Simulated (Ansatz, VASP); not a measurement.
RuS2: VASP beside Ansatz

Contents of INCAR:

```
  PREC = Accurate
  ENCUT = 500
  EDIFF = 1E-6
  ISMEAR = 0
  SIGMA = 0.05
  LREAL = False
  LASPH = True
  NELM = 200
  ALGO = Normal
  ISIF = 2
  LWAVE = False
  LCHARG = False
  ISPIN = 2
  MAGMOM = 2 -2 0 0 0 0
  LORBIT = 11
  LMAXMIX = 4
  GGA = PE
  NBANDS = 39
  GGA_COMPAT = False
  KPAR = 4
```

Contents of KPOINTS:

```
regular mesh
0
Gamma
  12 6 8
```

POSCAR

```
RuS2
1.0
    3.4363295606      0.0000000000      0.0000000000
   -3.4363295606      5.9518973906      0.0000000000
    0.0000000000      0.0000000000      5.1593450393
Ru S
2 4
Direct
    0.0000000000      0.0000000000      1.0000000000
    0.0000000000      0.5000000000      1.0000000000
    0.3333333333      0.3333333333      0.2537758778
    0.6666666667      0.1666666667      0.7462241222
    0.3333333333      0.8333333333      0.2537758778
    0.6666666667      0.6666666667      0.7462241222
```

Input for Ansatz:

```yaml
crystal:
  lattice:
    - [3.4363295606, 0.0, 0.0]
    - [-3.4363295606, 5.9518973906, 0.0]
    - [0.0, 0.0, 5.1593450393]
  atoms:
    - { symbol: Ru, position: [0.0, 0.0, 1.0], spin: 2.0 }
    - { symbol: S, position: [0.3333333333, 0.3333333333, 0.2537758778] }
    - { symbol: S, position: [0.6666666667, 0.1666666667, 0.7462241222] }
    - { symbol: Ru, position: [0.0, 0.5, 1.0], spin: -2.0 }
    - { symbol: S, position: [0.3333333333, 0.8333333333, 0.2537758778] }
    - { symbol: S, position: [0.6666666667, 0.6666666667, 0.7462241222] }
basis:
  ecutwfc: 420
  ecutrho_ratio: 4
kpoints:
  mp_grid: { grid: [12, 6, 8] }
hamiltonian:
  xc: pbe
scf:
  occupations: { method: gaussian, width: 0.05 }
output:
  forces: true
  stress: true
  eigenvalues: true
  populations: true
magnetization:
  spin_polarized: true
```

Alike in both runs: task single point; functional PBE; k mesh 12 × 6 × 8; occupations gaussian, width 0.05 eV; collinear spin.

|  | VASP | Ansatz |
| --- | --- | --- |
| version | VASP 6.6.1 | Ansatz 0.2.0 |
| potentials or method | VASP PAW PBE potentials, release 64 (Ru_pv, S), cutoff 500 eV | scalar-relativistic, plane waves, PAW |
| valence electrons in the cell | 52 | 56 |

VASP gave:

| Item | Value |
| --- | --- |
| gap on the k mesh at the Fermi level (eV) | none |
| pressure (GPa) | -0.8 |
| rms of the force components (eV/Å) | 0.049 |
| net moment per atom (μB) | 0.00 |

Q: What did Ansatz give for the same quantities?

A: gap on the k mesh at the Fermi level (eV): none; pressure (GPa): -0.6; rms of the force components (eV/Å): 0.040; net moment per atom (μB): 0.00.

A gap of «none» marks a metal or a gap that the smearing closes. The functional is the same, so the differences come from potentials, cutoffs and numerics. VASP's potentials hold 52 valence electrons a cell and Ansatz's 56, so a difference there can come from the potentials and not from the codes. Ansatz's warnings: look outside group, minimisation memory short, seeded moment not kept.
